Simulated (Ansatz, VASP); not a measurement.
## CdTe in VASP and in Ansatz

```
CELL_PARAMETERS angstrom
0.00000 3.20459 3.20459
3.20459 0.00000 3.20459
3.20459 3.20459 0.00000
ATOMIC_POSITIONS crystal
Cd 0.00000 0.00000 0.00000
Te 0.25000 0.25000 0.25000
```

Alike in both runs: task single point; functional LDA; k mesh 8 × 8 × 8; occupations gaussian, width 0.02 eV; no spin polarisation.

```csv
,VASP,Ansatz
version,VASP 6.6.1,Ansatz 0.2.0
potentials or method,"VASP PAW LDA potentials, release 64 (Cd, Te), cutoff 500 eV","scalar-relativistic, plane waves, PAW"
valence electrons in the cell,18,36
```

Ansatz gave:

| Item | Value |
| --- | --- |
| gap on the k mesh at the Fermi level (eV) | 0.61 |
| least direct gap on the mesh (eV) | 0.61 |
| pressure (GPa) | 0.0 |

Problem. Estimate VASP's values.

Solution. gap on the k mesh at the Fermi level (eV): 0.65; least direct gap on the mesh (eV): 0.65; pressure (GPa): 0.3.

LDA's correlation is that of Perdew and Zunger in VASP and of Perdew and Wang (1992) in Ansatz. VASP's potentials hold 18 valence electrons a cell and Ansatz's 36, so a difference there can come from the potentials and not from the codes.

Neither program's run includes spin-orbit coupling.
